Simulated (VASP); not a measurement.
# Cr (Im-3m) in VASP: further runs

Cr is run at these levels: revPBE; tasks: single point, relaxation of cell and atoms.

Everything below comes from runs of VASP 6.6.1. Logs are shortened: lines on timing, memory, paths and dates and some standing lists are left out, and cuts for length are marked.

## 1. The cell of the first run

Symmetry: Im-3m, No. 229, cubic system. The conventional cell has a = 2.863 Å, b = 2.863 Å, c = 2.863 Å, α = 90.00°, β = 90.00°, γ = 90.00°. Cr (site symmetry m-3m) has 14 Cr at 2.48 to 2.86 Å within 3.3 Å.

## 2. Single point, revPBE

Contents of INCAR:

```
SYSTEM = Cr
PREC     = Accurate       ! precision mode
ENCUT    = 520            ! plane-wave cutoff, eV
EDIFF    = 1E-7           ! SCF threshold, eV
ISMEAR   = -1             ! smearing method
SIGMA    = 0.1            ! smearing width, eV
LREAL    = .FALSE.        ! projectors in reciprocal space
LASPH    = .TRUE.         ! aspherical terms in the spheres
NELM     = 60             ! most SCF steps
ALGO     = Normal         ! electronic algorithm
ISIF     = 2              ! what is computed and relaxed
LWAVE    = .FALSE.        ! write WAVECAR
LCHARG   = .FALSE.        ! write CHGCAR
GGA      = RE             ! functional
NBANDS   = 12             ! bands
```

Contents of KPOINTS:

```
Automatic mesh
0
G
  8 8 8
  0 0 0
```

Contents of POSCAR:

```
Cr
1.0
   -1.4313465391      1.4313465391      1.4313465391
    1.4313465391     -1.4313465391      1.4313465391
    1.4313465391      1.4313465391     -1.4313465391
Cr
1
Direct
    0.0000000000      0.0000000000      0.0000000000
```

Potentials or basis: VASP PAW PBE potentials, release 64 (Cr_pv).

The run is started by

```
$ cat potpaw_PBE.64/Cr_pv/POTCAR > POTCAR
$ mpirun -np 1 vasp_std > vasp.out
```

OUTCAR:

```text
SYSTEM = Cr
   PREC = Accurate
   ENCUT = 520
   EDIFF = 1E-7
   ISMEAR = -1
   LREAL = .FALSE.
   LASPH = .TRUE.
   NELM = 60
   ISIF = 2
   GGA = RE

 ion  position               nearest neighbor table
   1  0.000  0.000  0.000-

  LATTYP: Found a body centered cubic cell.
 ALAT       =     2.8626930782

  Lattice vectors:

 A1 = (  -1.4313465391,   1.4313465391,   1.4313465391)
 A2 = (   1.4313465391,  -1.4313465391,   1.4313465391)
 A3 = (   1.4313465391,   1.4313465391,  -1.4313465391)

Analysis of symmetry for initial positions (statically):
=====================================================================
 Subroutine PRICEL returns:
 Original cell was already a primitive cell.

 Routine SETGRP: Setting up the symmetry group for a
 body centered cubic supercell.

 Subroutine GETGRP returns: Found 48 space group operations
 (whereof 48 operations were pure point group operations)
 out of a pool of 48 trial point group operations.

The static configuration has the point symmetry O_h .

Analysis of symmetry for dynamics (positions and initial velocities):
=====================================================================
 Subroutine PRICEL returns:
 Original cell was already a primitive cell.

 Routine SETGRP: Setting up the symmetry group for a
 body centered cubic supercell.

 Subroutine GETGRP returns: Found 48 space group operations
 (whereof 48 operations were pure point group operations)
 out of a pool of 48 trial point group operations.

The dynamic configuration has the point symmetry O_h .

 Subroutine INISYM returns: Found 48 space group operations
 (whereof 48 operations are pure point group operations),
 and found     1 'primitive' translations

----------------------------------------------------------------------------------------

                                     Primitive cell

  volume of cell :      11.7299

  direct lattice vectors                    reciprocal lattice vectors
    -1.431346539  1.431346539  1.431346539     0.000000000  0.349321416  0.349321416
     1.431346539 -1.431346539  1.431346539     0.349321416  0.000000000  0.349321416
     1.431346539  1.431346539 -1.431346539     0.349321416  0.349321416  0.000000000

  length of vectors
     2.479164929  2.479164929  2.479164929     0.494015084  0.494015084  0.494015084

  position of ions in fractional coordinates (direct lattice)
     0.000000000  0.000000000  0.000000000

  ion indices of the primitive-cell ions
   primitive index   ion index
                 1           1

----------------------------------------------------------------------------------------

 KPOINTS: Automatic mesh

Automatic generation of k-mesh.
 Grid dimensions read from file:
 generate k-points for:    8    8    8

 Generating k-lattice:

  Cartesian coordinates                     Fractional coordinates (reciprocal lattice)
     0.000000000  0.043665177  0.043665177     0.125000000  0.000000000  0.000000000
     0.043665177  0.000000000  0.043665177     0.000000000  0.125000000  0.000000000
     0.043665177  0.043665177  0.000000000     0.000000000  0.000000000  0.125000000

  Length of vectors
     0.061751886  0.061751886  0.061751886

  Shift w.r.t. Gamma in fractional coordinates (k-lattice)
     0.000000000  0.000000000  0.000000000

 Subroutine IBZKPT returns following result:
 ===========================================

 Found     29 irreducible k-points:

 Following reciprocal coordinates:
            Coordinates               Weight
  0.000000  0.000000  0.000000      1.000000
  0.125000  0.000000  0.000000     12.000000
  0.250000  0.000000  0.000000     12.000000
  0.375000  0.000000  0.000000     12.000000
  0.500000  0.000000  0.000000      6.000000
  0.125000  0.125000  0.000000     24.000000
[... 16 lines left out ...]
 -0.250000  0.250000  0.250000      6.000000
 -0.375000  0.375000  0.250000     24.000000
 [... further k-points ...]
   k-points           NKPTS =     29   k-points in BZ     NKDIM =     29   number of bands    NBANDS=     12
   number of dos      NEDOS =    301   number of ions     NIONS =      1
   total plane-waves  NPLWV =   5832
   dimension x,y,z NGX =    18 NGY =   18 NGZ =   18
   dimension x,y,z NGXF=    36 NGYF=   36 NGZF=   36
   ions per type =               1
   NGX,Y,Z   is equivalent  to a cutoff of  12.07, 12.07, 12.07 a.u.
   NGXF,Y,Z  is equivalent  to a cutoff of  24.14, 24.14, 24.14 a.u.
 SYSTEM =  Cr
   PREC   = accura    normal or accurate (medium, high low for compatibility)
   ISTART =      0    job   : 0-new  1-cont  2-samecut
   ICHARG =      2    charge: 1-file 2-atom 10-const
   ISPIN  =      1    spin polarized calculation?
   LNONCOLLINEAR =      F non collinear calculations
   LSORBIT =      F    spin-orbit coupling
   LASPH  =      T    aspherical Exc in radial PAW
   ENCUT  =  520.0 eV  38.22 Ry    6.18 a.u.   4.61  4.61  4.61*2*pi/ulx,y,z
   NELM   =     60;   NELMIN=  2; NELMDL= -5     # of ELM steps
   EDIFF  = 0.1E-06   stopping-criterion for ELM
   LREAL  =      F    real-space projection
   EDIFFG = 0.1E-05   stopping-criterion for IOM
   NSW    =      0    number of steps for IOM
   IBRION =     -1    ionic relax: 0-MD 1-quasi-New 2-CG
   NFREE  =      0    steps in history (QN), initial steepest desc. (CG)
   ISIF   =      2    stress and relaxation
   ISYM   =      2    0-nonsym 1-usesym 2-fastsym
   POTIM  = 0.5000    time-step for ionic-motion
   TEBEG  =    0.0;   TEEND  =   0.0 temperature during run
   PSTRESS=    0.0 pullay stress
   NELECT =      12.0000    total number of electrons
   NUPDOWN=      -1.0000    fix difference up-down
   EMIN   =  10.00;   EMAX   =-10.00  energy-range for DOS
   EFERMI =   0.00;   METHOD = LEGACY
   ISMEAR =    -1;   SIGMA  =   0.10  broadening in eV -4-tet -1-fermi 0-gaus
   EFERMI_NEDOS =   21; number of points for ismear=-14 and -15
   IALGO  =     38    algorithm
   IMIX   =      4    mixing-type and parameters
     AMIX     =   0.40;   BMIX     =  1.00
     AMIX_MAG =   1.60;   BMIX_MAG =  1.00
  volume/ion in A,a.u.               =      11.73        79.16
  Fermi-wavevector in a.u.,A,eV,Ry     =   1.649569  3.117233 37.022507  2.721078
  Thomas-Fermi vector in A             =   2.738666
   LORBIT       =      0    0 simple, 1 ext, 2 COOP (PROOUT), +10 PAW based schemes
   GGA     = RE    functional components
   LHFCALC =     F    Hartree Fock is set to
   AEXX    =    0.0000 exact exchange contribution
   IVDW    =     0    specifies the selected vdW correction
   LEPSILON=     F    determine dielectric tensor
   LRPA    =     F    only Hartree local field effects (RPA)
 non-spin polarized calculation
  energy-cutoff  :      520.00
  volume of cell :       11.73
 maximum number of plane-waves:       325
   NGX =  9   NGY =  9   NGZ =  9

 number of electron      11.9999985 magnetization

 Free energy of the ion-electron system (eV)
  ---------------------------------------------------
  ext. energy  EPLUGINS =         0.00000000
  ---------------------------------------------------
  free energy    TOTEN  =        -9.10711258 eV

  energy without entropy =       -9.08656170  energy(sigma->0) =       -9.09683714

 E-fermi :  10.6970     XC(G=0): -13.5032

 val. band max:       10.4789735426   @ k =  -0.3750   0.5000   0.2500
 cond. band min:      10.8375514957   @ k =  -0.2500   0.2500   0.1250
 fundamental gap:      0.3585779531
 Fermi energy:        10.6970336607

 k-point     1 :       0.0000    0.0000    0.0000
  band No.  band energies     occupation
      1     -31.9879      2.00000
      2     -31.9879      2.00000
      3     -31.9879      2.00000
      4       3.0277      2.00000
      5       9.9265      1.99910
      6       9.9265      1.99910
      7       9.9265      1.99910
      8      11.9487      0.00001
      9      11.9487      0.00001
     10      17.9321      0.00000
     11      33.0064      0.00000
     12      33.0064      0.00000

 k-point     2 :       0.1250    0.0000    0.0000
  band No.  band energies     occupation
      1     -32.1198      2.00000
      2     -32.0286      2.00000
      3     -31.9886      2.00000
      4       3.6864      2.00000
      5       9.6811      1.99992
      6       9.8614      1.99953
      7      10.3707      1.92632
      8      11.7185      0.00007
      9      11.9694      0.00001
     10      17.9320      0.00000
     11      31.4121      0.00000
     12      32.6297      0.00000

 k-point     3 :       0.2500    0.0000    0.0000
  band No.  band energies     occupation
      1     -32.4309      2.00000
      2     -32.1260      2.00000
      3     -31.9905      2.00000
      4       5.3102      2.00000
      5       9.1264      2.00000
      6       9.6180      1.99996
      7      11.5449      0.00042
      8      11.6240      0.00019
      9      12.0560      0.00000
     10      17.9309      0.00000
     11      27.4499      0.00000
     12      30.6931      0.00000
[... 286 lines left out ...]
 k-point    23 :      -0.2500    0.2500    0.2500
  band No.  band energies     occupation
      1     -32.4480      2.00000
      2     -32.2769      2.00000
      3     -32.2769      2.00000
      4       6.8983      2.00000
      5       9.0739      2.00000
      6      10.4180      1.88430
      7      10.4180      1.88430
      8      11.4775      0.00082
      9      13.3062      0.00000
     10      17.9312      0.00000
     11      28.6544      0.00000
     12      29.0996      0.00000

 k-point    24 :      -0.3750    0.3750    0.2500
  band No.  band energies     occupation
      1     -32.6284      2.00000
      2     -32.3818      2.00000
      3     -32.3028      2.00000
      4       7.4974      2.00000
      5       8.1742      2.00000
      6      10.4314      1.86884
      7      11.0401      0.06268
      8      12.6566      0.00000
      9      15.0374      0.00000
     10      17.9310      0.00000
     11      24.0874      0.00000
     12      26.7073      0.00000

 [... further k-points ...]

------------------------ aborting loop because EDIFF is reached ----------------------------------------

  FORCE on cell =-STRESS in cart. coord.  units (eV):
  Direction    XX          YY          ZZ          XY          YZ          ZX
  --------------------------------------------------------------------------------------
  -------------------------------------------------------------------------------------
  Total        0.0001309      0.0001309      0.0001309      0.0000000      0.0000000     -0.0000000
  in kB        0.0178789      0.0178789      0.0178789      0.0000000      0.0000000     -0.0000000
  external PRESSURE =       0.0178789 kB  Pullay stress =       0.0000000 kB

 VOLUME and BASIS-vectors are now :
 -----------------------------------------------------------------------------
  energy-cutoff  :      520.00
  volume of cell :       11.73
      direct lattice vectors                 reciprocal lattice vectors
    -1.431346539  1.431346539  1.431346539     0.000000000  0.349321416  0.349321416
     1.431346539 -1.431346539  1.431346539     0.349321416  0.000000000  0.349321416
     1.431346539  1.431346539 -1.431346539     0.349321416  0.349321416  0.000000000

 POSITION                                       TOTAL-FORCE (eV/Angst)
 -----------------------------------------------------------------------------------
      0.00000      0.00000      0.00000        -0.000000      0.000000     -0.000000
 -----------------------------------------------------------------------------------
    total drift:                                0.000000     -0.000000      0.000000

  FREE ENERGIE OF THE ION-ELECTRON SYSTEM (eV)
  ---------------------------------------------------
  free  energy   TOTEN  =        -9.1071125785 eV

  energy  without entropy=       -9.0865616995  energy(sigma->0) =       -9.09683714
```

Run time: 5.8 s. Hardware: 1 thread of AMD EPYC 7R43 (Zen 3), shared host; peak memory 0.08 GiB.

What came out:

* Free energy: -9.1071 eV
* Pressure: 0.0 GPa
* Band gap on the k mesh: zero (band 6 reaches 13.20 eV, above the bottom of band 7 at 9.93 eV)

Levels at points of the mesh, in eV from the Fermi level:
| k point | band 2 | band 3 | band 4 | band 5 | band 6 | band 7 | band 8 | band 9 | band 10 | band 11 |
| --- | --- | --- | --- | --- | --- | --- | --- | --- | --- | --- |
| (0.00, 0.00, 0.00) | -42.68 | -42.68 | -7.67 | -0.77 | -0.77 | -0.77 | 1.25 | 1.25 | 7.24 | 22.31 |
| (0.50, 0.00, 0.00) | -42.96 | -42.69 | -4.22 | -2.28 | 1.20 | 1.24 | 1.58 | 2.88 | 7.22 | 9.87 |
| (0.50, 0.50, 0.50) | -43.28 | -43.28 | -4.08 | -4.08 | 2.50 | 2.50 | 2.50 | 7.23 | 10.61 | 10.61 |

Caveat: the k points lie up to 0.39 Å⁻¹ apart; the PAW data sets were made with another functional, which shifts forces and pressure a little; the run has no spin polarisation, though such a crystal can be magnetic. Spin polarisation is off, so any magnetic state and its effect on volume and gap are missing.

## 3. Single point, revPBE

Contents of INCAR:

```
SYSTEM = Cr
  PREC = Accurate
  ENCUT = 520
  EDIFF = 1E-6
  ISMEAR = -1
  SIGMA = 0.1
  LREAL = .FALSE.
  LASPH = .TRUE.
  NELM = 80
  ALGO = Normal
  ISIF = 2
  LWAVE = .FALSE.
  LCHARG = .FALSE.
  GGA = RE
  NBANDS = 12
```

Contents of KPOINTS:

```
regular mesh
0
G
  15 15 15
  0 0 0
```

Contents of POSCAR:

```
Cr
1.0
   -1.4313465308      1.4313465308      1.4313465308
    1.4313465308     -1.4313465308      1.4313465308
    1.4313465308      1.4313465308     -1.4313465308
Cr
1
Direct
    0.0000000000      0.0000000000      0.0000000000
```

Potentials or basis: VASP PAW PBE potentials, release 64 (Cr_pv).

The run is started by

```
$ cat potpaw_PBE.64/Cr_pv/POTCAR > POTCAR
$ mpirun -np 1 vasp_std > vasp.out
```

Run time: 5.6 s. Hardware: 1 thread of Intel Xeon 6975P-C (Granite Rapids), shared host; peak memory 0.13 GiB.

The run converged. Its results:

```yaml
Free_energy: -9.1104 eV
Pressure: -0.4 GPa
Band_gap_on_the_k_mesh: zero (band 6 reaches 13.10 eV, above the bottom of band 7 at 9.95 eV)
```

Levels at points of the mesh, in eV from the Fermi level:
```
           k point  band 4  band 5  band 6  band 7  band 8  band 9
(0.00, 0.00, 0.00)   -7.80   -0.88   -0.88   -0.88    1.15    1.15
```

Caveat: the PAW data sets were made with another functional, which shifts forces and pressure a little; the run has no spin polarisation, though such a crystal can be magnetic.

[end of part 1 of 2]
